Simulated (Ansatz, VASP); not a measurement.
**One calculation of Hf5H2, two programs**

File INCAR:

```
PREC = Accurate
ENCUT = 600
EDIFF = 1E-6
ISMEAR = 0
SIGMA = 0.2
LREAL = False
LASPH = True
NELM = 60
ALGO = Normal
ISIF = 3
LWAVE = False
LCHARG = False
GGA = PE
IBRION = 2
NSW = 36
EDIFFG = -0.08
```

KPOINTS

```
Automatic mesh
0
Gamma
  4 4 4
```

Contents of POSCAR:

```
Hf5H2
1.0
   -3.2971341300      3.2971341300      2.8132660600
    3.2971341300     -3.2971341300      2.8132660600
    3.2971341300      3.2971341300     -2.8132660600
Hf H
5 2
Direct
    0.5000000000      0.2315019400      0.7315019400
    0.5000000000      0.7684980600      0.2684980600
    0.2315019400      0.5000000000      0.7315019400
    0.7684980600      0.5000000000      0.2684980600
    0.0000000000      0.0000000000      0.0000000000
    0.7500000000      0.2500000000      0.5000000000
    0.2500000000      0.7500000000      0.5000000000
```

Input for Ansatz:

```yaml
crystal:
  lattice:
    - [-3.29713413, 3.29713413, 2.81326606]
    - [3.29713413, -3.29713413, 2.81326606]
    - [3.29713413, 3.29713413, -2.81326606]
  atoms:
    - { symbol: Hf, position: [0.5, 0.23150194, 0.73150194] }
    - { symbol: Hf, position: [0.5, 0.76849806, 0.26849806] }
    - { symbol: Hf, position: [0.23150194, 0.5, 0.73150194] }
    - { symbol: Hf, position: [0.76849806, 0.5, 0.26849806] }
    - { symbol: Hf, position: [0.0, 0.0, 0.0] }
    - { symbol: H, position: [0.75, 0.25, 0.5] }
    - { symbol: H, position: [0.25, 0.75, 0.5] }
basis:
  ecutwfc: 420
kpoints:
  mp_grid: { grid: [4, 4, 4] }
hamiltonian:
  xc: pbe
scf:
  occupations: { method: gaussian, width: 0.2 }
  lower_state_search: "off"
output:
  forces: true
  stress: true
  eigenvalues: true
relax:
  adjacent_minimum: "off"
  f_tol: 0.08
  max_steps: 16
  cell: { stress_tol: 0.8 }
```

Alike in both runs: task relaxation of cell and atoms; functional PBE; k mesh 4 × 4 × 4; occupations gaussian, width 0.2 eV; no spin polarisation.

```csv
,VASP,Ansatz
version,VASP 6.6.1,Ansatz 0.2.0
potentials or method,"VASP PAW PBE potentials, release 64 (Hf_pv, H), cutoff 600 eV","scalar-relativistic, plane waves, PAW"
valence electrons in the cell,52,132
```

|  | VASP | Ansatz | Ansatz less VASP |
| --- | --- | --- | --- |
| gap on the k mesh at the Fermi level, each at its own relaxed structure (eV) | none | none | - |
| relaxed volume (Å³/atom) | 17.88 | 17.85 | -0.023 |
| relaxed cell length with the largest relative difference (Å) | 5.719 | 5.687 | -0.0324 |

A gap of «none» marks a metal or a gap that the smearing closes. VASP's potentials hold 52 valence electrons a cell and Ansatz's 132, so a difference there can come from the potentials and not from the codes.

The k mesh is coarse, so the values compare programs but aren't converged. Spin-orbit coupling is off throughout.
